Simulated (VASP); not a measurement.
The system is CO2.

```
C O
1.0
     4.78455    0.00000    0.00000
     0.00000    6.31554    0.00000
     0.00000    0.00000    5.67889
C O
4 8
Direct
  0.50000 0.85300 0.75000
  0.00000 0.35300 0.75000
  0.00000 0.64700 0.25000
  0.50000 0.14700 0.25000
  0.70097 0.14633 0.13358
  0.29903 0.14633 0.36642
  0.79903 0.64633 0.13358
  0.20097 0.35367 0.86642
  0.20097 0.64633 0.36642
  0.79903 0.35367 0.63358
  0.70097 0.85367 0.63358
  0.29903 0.85367 0.86642
```

| Item | Value |
| --- | --- |
| Program | VASP 6.6.1 |
| Task | relaxation of cell and atoms |
| Functional | PBE |
| Dispersion | D3(BJ) |
| Potentials or basis | VASP PAW PBE potentials, release 64 (C, O) |
| Cutoff | 600 eV |
| k mesh | 4 × 4 × 4 |
| Occupations | gaussian, width 0.02 eV |
| Spin | no spin polarisation |

At the start: pressure 2.8 GPa; volume 14.30 Å³/atom.

Task: How do energy, volume and symmetry change on relaxing?

Result: Over 13 steps the energy falls by 3.9 meV/atom and the volume is 15.36 Å³/atom (+7.4 %); space group Pbcn (No. 60, to 0.1 Å) before and after.

Step by step:
```csv
step,energy change (eV),largest force (eV/Å),pressure (GPa),volume (Å³)
1,0.0000,0.7684,2.78,171.60
2,0.9490,4.4765,-12.57,177.82
3,-0.0246,0.1094,0.25,172.41
4,-0.0247,0.0588,0.40,172.35
5,-0.0247,0.0462,0.44,172.34
6,-0.0279,0.0415,0.41,173.16
7,-0.0356,0.0327,0.32,175.63
8,-0.0435,0.0966,0.18,180.64
9,-0.0441,0.1211,0.14,182.50
10,-0.0457,0.1879,-0.49,184.02
11,-0.0459,0.1345,-0.32,183.62
12,-0.0471,0.0584,-0.14,184.06
13,-0.0474,0.0091,-0.02,184.37
```

Final structure:
```
C O
1.0
     4.85179    0.00000    0.00000
     0.00000    6.47267    0.00000
     0.00000    0.00000    5.87092
C O
4 8
Direct
  0.50000 0.85297 0.75000
  0.00000 0.35297 0.75000
  0.00000 0.64703 0.25000
  0.50000 0.14703 0.25000
  0.70022 0.14640 0.13745
  0.29978 0.14640 0.36255
  0.79978 0.64640 0.13745
  0.20022 0.35360 0.86255
  0.20022 0.64640 0.36255
  0.79978 0.35360 0.63745
  0.70022 0.85360 0.63745
  0.29978 0.85360 0.86255
```
